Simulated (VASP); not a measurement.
A run of VASP 6.6.1:

The input INCAR:

```
SYSTEM = CeTe
PREC = Accurate
ENCUT = 520
EDIFF = 1E-6
ISMEAR = -1
SIGMA = 0.1
LREAL = .FALSE.
LASPH = .TRUE.
NELM = 150
ALGO = Normal
ISIF = 2
LWAVE = .FALSE.
LCHARG = .FALSE.
ISPIN = 2
MAGMOM = 0.7 0
LORBIT = 11
LMAXMIX = 6
NBANDS = 20
```

KPOINTS

```
regular mesh
0
G
  8 8 8
  0 0 0
```

File POSCAR:

```
CeTe
1.0
    4.0095805970      0.0000000000      0.0000000000
    0.0000000000      4.0095805970      0.0000000000
    0.0000000000      0.0000000000      4.0095805970
Ce Te
1 1
Direct
    0.0000000000      0.0000000000      0.0000000000
    0.5000000000      0.5000000000      0.5000000000
```

Potentials or basis: VASP PAW LDA potentials, release 64 (Ce, Te).

The run is started by

```sh
$ cat potpaw_LDA.64/Ce/POTCAR potpaw_LDA.64/Te/POTCAR > POTCAR
$ mpirun -np 1 vasp_std > vasp.out
```

Hardware: 1 thread of Intel Xeon 8259CL, on a shared host.

**Question.** How long does it take, and how much memory?

**Answer.** It took 2.5 min on 1 thread of Intel Xeon 8259CL, on a shared host, peak memory 0.22 GiB. Counts: scf iterations 18, k points 35.
